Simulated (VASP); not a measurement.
# Cu2H3 (P4/mmm) in VASP: a series of runs

The runs below take Cu2H3 through single point, with PBE.

Program: VASP 6.6.1. These are calculated values, not measurements. Logs are shortened: lines on timing, memory, paths and dates and some standing lists are left out, and cuts for length are marked.

## 1. The cell of the first run

The structure is tetragonal, space group P4/mmm (No. 123). The conventional cell has a = 3.714 Å, b = 3.714 Å, c = 3.155 Å, α = 90.00°, β = 90.00°, γ = 90.00°. Cu (site symmetry mmm) has 4 H at 1.58 to 1.86 Å within 2.1 Å. Within 2.1 Å of H (site symmetry mmm) lie 2 Cu at 1.58 Å. Within 2.5 Å of H (site symmetry 4/mmm) lie 4 Cu at 1.86 Å and 8 H at 2.44 Å.

The cell was generated, and may not be a known phase.

## 2. Single point, PBE

The input, INCAR:

```
SYSTEM = Cu2H3
PREC = Accurate
ENCUT = 520
EDIFF = 1E-6
ISMEAR = 0
SIGMA = 0.1
LREAL = .FALSE.
LASPH = .TRUE.
NELM = 60
ALGO = Normal
ISIF = 2
LWAVE = .FALSE.
LCHARG = .FALSE.
GGA = PE
NBANDS = 20
```

The input, KPOINTS:

```
regular mesh
0
G
  6 6 4
  0 0 0
```

The input, POSCAR:

```
Cu2H3
1.0
    3.7137180868      0.0000000000      0.0000000000
    0.0000000000      3.7137180868      0.0000000000
    0.0000000000      0.0000000000      3.1553882182
Cu H
2 3
Direct
    0.0000000000      0.5000000000      0.5000000000
    0.5000000000      0.0000000000      0.5000000000
    0.0000000000      0.5000000000      0.0000000000
    0.5000000000      0.0000000000      0.0000000000
    0.5000000000      0.5000000000      0.5000000000
```

Potentials or basis: VASP PAW PBE potentials, release 64 (Cu, H).

The run is started by

```console
> cat potpaw_PBE.64/Cu/POTCAR potpaw_PBE.64/H/POTCAR > POTCAR
> mpirun -np 1 vasp_std > vasp.out
```

OUTCAR:

```text
SYSTEM = Cu2H3
   PREC = Accurate
   ENCUT = 520
   EDIFF = 1E-6
   ISMEAR = 0
   LREAL = .FALSE.
   LASPH = .TRUE.
   NELM = 60
   ISIF = 2
   GGA = PE

 ion  position               nearest neighbor table
   1  0.000  0.500  0.500-   3 1.58   3 1.58   2 2.63   2 2.63   2 2.63   2 2.63
   2  0.500  0.000  0.500-   4 1.58   4 1.58   1 2.63   1 2.63   1 2.63   1 2.63
   3  0.000  0.500  0.000-   1 1.58   1 1.58
   4  0.500  0.000  0.000-   2 1.58   2 1.58
   5  0.500  0.500  0.500-

  LATTYP: Found a simple tetragonal cell.
 ALAT       =     3.7137180868
 C/A-ratio  =     0.8496574442

  Lattice vectors:

 A1 = (   3.7137180868,   0.0000000000,   0.0000000000)
 A2 = (   0.0000000000,   3.7137180868,   0.0000000000)
 A3 = (   0.0000000000,   0.0000000000,   3.1553882182)

Analysis of symmetry for initial positions (statically):
=====================================================================
 Subroutine PRICEL returns:
 Original cell was already a primitive cell.

 Routine SETGRP: Setting up the symmetry group for a
 simple tetragonal supercell.

 Subroutine GETGRP returns: Found 16 space group operations
 (whereof 16 operations were pure point group operations)
 out of a pool of 16 trial point group operations.

The static configuration has the point symmetry D_4h.

Analysis of symmetry for dynamics (positions and initial velocities):
=====================================================================
 Subroutine PRICEL returns:
 Original cell was already a primitive cell.

 Routine SETGRP: Setting up the symmetry group for a
 simple tetragonal supercell.

 Subroutine GETGRP returns: Found 16 space group operations
 (whereof 16 operations were pure point group operations)
 out of a pool of 16 trial point group operations.

The dynamic configuration has the point symmetry D_4h.

 Subroutine INISYM returns: Found 16 space group operations
 (whereof 16 operations are pure point group operations),
 and found     1 'primitive' translations

----------------------------------------------------------------------------------------

                                     Primitive cell

  volume of cell :      43.5182

  direct lattice vectors                    reciprocal lattice vectors
     3.713718087  0.000000000  0.000000000     0.269271920  0.000000000  0.000000000
     0.000000000  3.713718087  0.000000000     0.000000000  0.269271920  0.000000000
     0.000000000  0.000000000  3.155388218     0.000000000  0.000000000  0.316918214

  length of vectors
     3.713718087  3.713718087  3.155388218     0.269271920  0.269271920  0.316918214

  position of ions in fractional coordinates (direct lattice)
     0.000000000  0.500000000  0.500000000
     0.500000000  0.000000000  0.500000000
     0.000000000  0.500000000  0.000000000
     0.500000000  0.000000000  0.000000000
     0.500000000  0.500000000  0.500000000

  ion indices of the primitive-cell ions
   primitive index   ion index
                 1           1
                 2           2
                 3           3
                 4           4
                 5           5

----------------------------------------------------------------------------------------

 KPOINTS: regular mesh

Automatic generation of k-mesh.
 Grid dimensions read from file:
 generate k-points for:    6    6    4

 Generating k-lattice:

  Cartesian coordinates                     Fractional coordinates (reciprocal lattice)
     0.044878653  0.000000000  0.000000000     0.166666667  0.000000000  0.000000000
     0.000000000  0.044878653  0.000000000     0.000000000  0.166666667  0.000000000
     0.000000000  0.000000000  0.079229554     0.000000000  0.000000000  0.250000000

  Length of vectors
     0.044878653  0.044878653  0.079229554

  Shift w.r.t. Gamma in fractional coordinates (k-lattice)
     0.000000000  0.000000000  0.000000000

 Subroutine IBZKPT returns following result:
 ===========================================

 Found     30 irreducible k-points:

 Following reciprocal coordinates:
            Coordinates               Weight
  0.000000  0.000000  0.000000      1.000000
  0.166667  0.000000  0.000000      4.000000
  0.333333  0.000000  0.000000      4.000000
  0.500000  0.000000  0.000000      2.000000
  0.166667  0.166667  0.000000      4.000000
  0.333333  0.166667  0.000000      8.000000
[... 16 lines left out ...]
  0.333333  0.000000  0.500000      4.000000
  0.500000  0.000000  0.500000      2.000000
 [... further k-points ...]
   k-points           NKPTS =     30   k-points in BZ     NKDIM =     30   number of bands    NBANDS=     20
   number of dos      NEDOS =    301   number of ions     NIONS =      5
   total plane-waves  NPLWV =  18816
   dimension x,y,z NGX =    28 NGY =   28 NGZ =   24
   dimension x,y,z NGXF=    56 NGYF=   56 NGZF=   48
   ions per type =               2   3
   NGX,Y,Z   is equivalent  to a cutoff of  12.53, 12.53, 12.64 a.u.
   NGXF,Y,Z  is equivalent  to a cutoff of  25.07, 25.07, 25.29 a.u.
 SYSTEM =  Cu2H3
   PREC   = accura    normal or accurate (medium, high low for compatibility)
   ISTART =      0    job   : 0-new  1-cont  2-samecut
   ICHARG =      2    charge: 1-file 2-atom 10-const
   ISPIN  =      1    spin polarized calculation?
   LNONCOLLINEAR =      F non collinear calculations
   LSORBIT =      F    spin-orbit coupling
   LASPH  =      T    aspherical Exc in radial PAW
   ENCUT  =  520.0 eV  38.22 Ry    6.18 a.u.   6.91  6.91  5.87*2*pi/ulx,y,z
   NELM   =     60;   NELMIN=  2; NELMDL= -5     # of ELM steps
   EDIFF  = 0.1E-05   stopping-criterion for ELM
   LREAL  =      F    real-space projection
   EDIFFG = 0.1E-04   stopping-criterion for IOM
   NSW    =      0    number of steps for IOM
   IBRION =     -1    ionic relax: 0-MD 1-quasi-New 2-CG
   NFREE  =      0    steps in history (QN), initial steepest desc. (CG)
   ISIF   =      2    stress and relaxation
   ISYM   =      2    0-nonsym 1-usesym 2-fastsym
   POTIM  = 0.5000    time-step for ionic-motion
   TEBEG  =    0.0;   TEEND  =   0.0 temperature during run
   PSTRESS=    0.0 pullay stress
   NELECT =      25.0000    total number of electrons
   NUPDOWN=      -1.0000    fix difference up-down
   EMIN   =  10.00;   EMAX   =-10.00  energy-range for DOS
   EFERMI =   0.00;   METHOD = LEGACY
   ISMEAR =     0;   SIGMA  =   0.10  broadening in eV -4-tet -1-fermi 0-gaus
   EFERMI_NEDOS =   21; number of points for ismear=-14 and -15
   IALGO  =     38    algorithm
   IMIX   =      4    mixing-type and parameters
     AMIX     =   0.40;   BMIX     =  1.00
     AMIX_MAG =   1.60;   BMIX_MAG =  1.00
  volume/ion in A,a.u.               =       8.70        58.74
  Fermi-wavevector in a.u.,A,eV,Ry     =   1.360916  2.571758 25.199242  1.852092
  Thomas-Fermi vector in A             =   2.487537
   LORBIT       =      0    0 simple, 1 ext, 2 COOP (PROOUT), +10 PAW based schemes
   GGA     = PE    functional components
   LHFCALC =     F    Hartree Fock is set to
   AEXX    =    0.0000 exact exchange contribution
   IVDW    =     0    specifies the selected vdW correction
   LEPSILON=     F    determine dielectric tensor
   LRPA    =     F    only Hartree local field effects (RPA)
 non-spin polarized calculation
 Gauss-broadening in eV      SIGMA  =   0.10
  energy-cutoff  :      520.00
  volume of cell :       43.52
 maximum number of plane-waves:      1192
 NGX is ok and might be reduce to    28
   NGX = 13   NGY = 13   NGZ = 11

 number of electron      25.0000057 magnetization

 Free energy of the ion-electron system (eV)
  ---------------------------------------------------
  ext. energy  EPLUGINS =         0.00000000
  ---------------------------------------------------
  free energy    TOTEN  =       -15.64799005 eV

  energy without entropy =      -15.64087134  energy(sigma->0) =      -15.64443070

 E-fermi :   3.4972     XC(G=0): -10.4182

 val. band max:        3.2356137505   @ k =   0.1667   0.1667   0.0000
 cond. band min:       3.5524298291   @ k =   0.3333   0.1667   0.2500
 fundamental gap:      0.3168160787
 Fermi energy:         3.4971908420

 k-point     1 :       0.0000    0.0000    0.0000
  band No.  band energies     occupation
      1      -6.4197      2.00000
      2      -2.7483      2.00000
      3      -2.3799      2.00000
      4      -0.7594      2.00000
      5      -0.5032      2.00000
      6       0.2502      2.00000
[... 12 lines left out ...]
     19      16.9075      0.00000
     20      19.1766      0.00000

 k-point     2 :       0.1667    0.0000    0.0000
  band No.  band energies     occupation
      1      -6.1574      2.00000
      2      -2.7060      2.00000
      3      -2.4847      2.00000
      4      -0.6520      2.00000
      5      -0.4251      2.00000
      6       0.2632      2.00000
[... 12 lines left out ...]
     19      15.6987      0.00000
     20      18.0582      0.00000

 k-point     3 :       0.3333    0.0000    0.0000
  band No.  band energies     occupation
      1      -5.4360      2.00000
      2      -3.1217      2.00000
      3      -2.3808      2.00000
      4      -0.3792      2.00000
      5      -0.1908      2.00000
      6       0.3057      2.00000
[... 12 lines left out ...]
     19      15.1618      0.00000
     20      15.7868      0.00000

 k-point     4 :       0.5000    0.0000    0.0000
  band No.  band energies     occupation
      1      -4.7463      2.00000
      2      -3.7296      2.00000
      3      -2.2548      2.00000
      4      -0.1996      2.00000
      5       0.1721      2.00000
      6       0.2180      2.00000
[... 12 lines left out ...]
     19      15.1454      0.00000
     20      15.1591      0.00000

 k-point     5 :       0.1667    0.1667    0.0000
  band No.  band energies     occupation
      1      -5.8991      2.00000
      2      -2.6167      2.00000
      3      -2.6063      2.00000
      4      -0.5784      2.00000
      5      -0.3244      2.00000
      6       0.2029      2.00000
[... 12 lines left out ...]
     19      17.5894      0.00000
     20      17.6539      0.00000

 k-point     6 :       0.3333    0.1667    0.0000
  band No.  band energies     occupation
      1      -5.1895      2.00000
      2      -3.0725      2.00000
      3      -2.3805      2.00000
      4      -0.4047      2.00000
      5      -0.0339      2.00000
      6       0.1852      2.00000
[... 12 lines left out ...]
     19      15.8660      0.00000
     20      16.6961      0.00000

 k-point     7 :       0.5000    0.1667    0.0000
  band No.  band energies     occupation
      1      -4.4993      2.00000
      2      -3.6462      2.00000
      3      -2.2417      2.00000
      4      -0.3210      2.00000
      5       0.0181      2.00000
      6       0.1986      2.00000
[... 12 lines left out ...]
     19      15.4367      0.00000
     20      16.0969      0.00000
[... 277 lines left out ...]
 k-point    20 :       0.5000    0.5000    0.2500
  band No.  band energies     occupation
      1      -2.3548      2.00000
      2      -2.3548      2.00000
      3      -1.8716      2.00000
      4      -0.5419      2.00000
      5      -0.5419      2.00000
      6      -0.2158      2.00000
[... 12 lines left out ...]
     19      18.7821      0.00000
     20      20.1484      0.00000

 k-point    21 :       0.0000    0.0000    0.5000
  band No.  band energies     occupation
      1      -4.1663      2.00000
      2      -2.5101      2.00000
      3      -0.6023      2.00000
      4      -0.4481      2.00000
      5      -0.1727      2.00000
      6      -0.1727      2.00000
[... 12 lines left out ...]
     19      13.9268      0.00000
     20      13.9268      0.00000

 k-point    22 :       0.1667    0.0000    0.5000
  band No.  band energies     occupation
      1      -3.9242      2.00000
      2      -2.3345      2.00000
      3      -0.4668      2.00000
      4      -0.3656      2.00000
      5      -0.2615      2.00000
      6      -0.1198      2.00000
[... 12 lines left out ...]
     19      14.6071      0.00000
     20      14.9254      0.00000

 k-point    23 :       0.3333    0.0000    0.5000
  band No.  band energies     occupation
      1      -3.3290      2.00000
      2      -1.8457      2.00000
      3      -0.5770      2.00000
      4      -0.1299      2.00000
      5      -0.1201      2.00000
      6       0.0212      2.00000
[... 12 lines left out ...]
     19      14.8687      0.00000
     20      15.3340      0.00000

 k-point    24 :       0.5000    0.0000    0.5000
  band No.  band energies     occupation
      1      -2.9360      2.00000
      2      -1.2429      2.00000
      3      -1.1002      2.00000
      4       0.0803      2.00000
      5       0.1590      2.00000
      6       0.2568      2.00000
[... 12 lines left out ...]
     19      13.4291      0.00000
     20      15.3201      0.00000

 [... further k-points ...]

------------------------ aborting loop because EDIFF is reached ----------------------------------------

  FORCE on cell =-STRESS in cart. coord.  units (eV):
  Direction    XX          YY          ZZ          XY          YZ          ZX
  --------------------------------------------------------------------------------------
  -------------------------------------------------------------------------------------
  Total        0.0566938      0.0566938      0.1081769      0.0000000      0.0000000     -0.0000000
  in kB        2.0872544      2.0872544      3.9826728      0.0000000      0.0000000     -0.0000000
  external PRESSURE =       2.7190605 kB  Pullay stress =       0.0000000 kB

 VOLUME and BASIS-vectors are now :
 -----------------------------------------------------------------------------
  energy-cutoff  :      520.00
  volume of cell :       43.52
      direct lattice vectors                 reciprocal lattice vectors
     3.713718087  0.000000000  0.000000000     0.269271920  0.000000000  0.000000000
     0.000000000  3.713718087  0.000000000     0.000000000  0.269271920  0.000000000
     0.000000000  0.000000000  3.155388218     0.000000000  0.000000000  0.316918214

 POSITION                                       TOTAL-FORCE (eV/Angst)
 -----------------------------------------------------------------------------------
      0.00000      1.85686      1.57769         0.000000      0.000000      0.000000
      1.85686      0.00000      1.57769         0.000000      0.000000      0.000000
      0.00000      1.85686      0.00000         0.000000      0.000000      0.000000
      1.85686      0.00000      0.00000         0.000000      0.000000      0.000000
      1.85686      1.85686      1.57769         0.000000      0.000000      0.000000
 -----------------------------------------------------------------------------------
    total drift:                                0.000000      0.000000      0.000000

  FREE ENERGIE OF THE ION-ELECTRON SYSTEM (eV)
  ---------------------------------------------------
  free  energy   TOTEN  =       -15.6479900544 eV

  energy  without entropy=      -15.6408713386  energy(sigma->0) =      -15.64443070
```

It took 11 s on 1 thread of Intel Xeon 6975P-C (Granite Rapids), shared host; peak memory 0.15 GiB.

What came out:

```
Free energy            : -15.6480 eV
Pressure               : 0.3 GPa
Band gap on the k mesh : zero (an odd number of electrons rules out a gap without spin polarisation)
```

Levels at points of the mesh, in eV from the Fermi level:
| k point | band 9 | band 10 | band 11 | band 12 | band 13 | band 14 | band 15 | band 16 | band 17 | band 18 |
| --- | --- | --- | --- | --- | --- | --- | --- | --- | --- | --- |
| (0.00, 0.00, 0.00) | -2.71 | -2.48 | -2.06 | 1.18 | 2.91 | 2.91 | 3.08 | 6.91 | 7.84 | 13.41 |
| (0.50, 0.00, 0.00) | -3.05 | -2.98 | -2.91 | -2.72 | 2.24 | 5.56 | 6.24 | 7.04 | 9.85 | 10.38 |
| (0.50, 0.50, 0.00) | -2.98 | -2.73 | -2.60 | -0.93 | -0.93 | -0.84 | 9.49 | 10.87 | 10.87 | 11.40 |
| (0.00, 0.00, 0.50) | -2.88 | -2.61 | -2.45 | -2.06 | -1.66 | 5.39 | 5.39 | 5.56 | 9.17 | 10.35 |
| (0.50, 0.00, 0.50) | -3.19 | -3.00 | -2.69 | -2.60 | -2.11 | -0.86 | 7.34 | 8.48 | 8.71 | 9.30 |
| (0.50, 0.50, 0.50) | -2.97 | -2.86 | -2.77 | -2.77 | -2.73 | 1.78 | 2.54 | 2.54 | 5.81 | 6.46 |

Caveat: the k points lie up to 0.50 Å⁻¹ apart, too coarse for converged energies and pressures of a metal.

## 3. Single point, PBE

This run uses another cell than the first one, of 8.51 Å³/atom.

The input, INCAR:

```
SYSTEM = Cu2H3
ALGO = Normal
EDIFF = 1E-6
ENCUT = 520
GGA = PE
ISIF = 2
ISMEAR = 0
LASPH = .True.
LCHARG = .True.
LELF = .True.
LREAL = .False.
LVHAR = .True.
LWAVE = .False.
NBANDS = 20
NELM = 60
PREC = Accurate
SIGMA = 0.1
```

The input, KPOINTS:

```
k-points
0
Gamma
  6 6 6
  0 0 0
```

Changes to POSCAR since step 2:

```diff
@@ -2,5 +2,5 @@
 1.0
-    3.7137180868      0.0000000000      0.0000000000
-    0.0000000000      3.7137180868      0.0000000000
-    0.0000000000      0.0000000000      3.1553882182
+    3.6391630171      0.0000000000      0.0000000000
+    0.0000000000      3.6391630171      0.0000000000
+    0.0000000000      0.0000000000      3.2142274001
 Cu H
```

Potentials or basis: VASP PAW PBE potentials, release 64 (Cu, H).

The run is started by

```console
> cat potpaw_PBE.64/Cu/POTCAR potpaw_PBE.64/H/POTCAR > POTCAR
> mpirun -np 1 vasp_std > vasp.out
```

Run time: 14 s. Hardware: 1 thread of Intel Xeon 6975P-C (Granite Rapids), shared host; peak memory 0.16 GiB.

The run converged. Its results:

* Free energy: -15.6838 eV
* Pressure: 0.4 GPa
* Band gap on the k mesh: zero (an odd number of electrons rules out a gap without spin polarisation)

Levels at points of the mesh, in eV from the Fermi level:
```tsv
k point	band 10	band 11	band 12	band 13	band 14	band 15	band 16	band 17
(0.00, 0.00, 0.00)	-2.05	-1.60	1.81	3.58	3.58	3.69	6.72	8.11
(0.50, 0.00, 0.00)	-2.62	-2.54	-2.34	2.85	6.12	7.10	7.89	9.85
(0.50, 0.50, 0.00)	-2.25	-2.18	-0.44	-0.40	-0.40	9.85	11.11	11.11
(0.00, 0.00, 0.50)	-2.24	-2.03	-1.60	-0.85	5.87	5.87	6.24	10.06
(0.50, 0.00, 0.50)	-2.62	-2.12	-2.08	-1.69	-0.63	8.10	9.22	9.41
(0.50, 0.50, 0.50)	-2.37	-2.37	-2.36	-2.29	1.98	3.06	3.06	6.32
```

The gap in the log of VASP goes by the Fermi energy; the results here count the filled bands.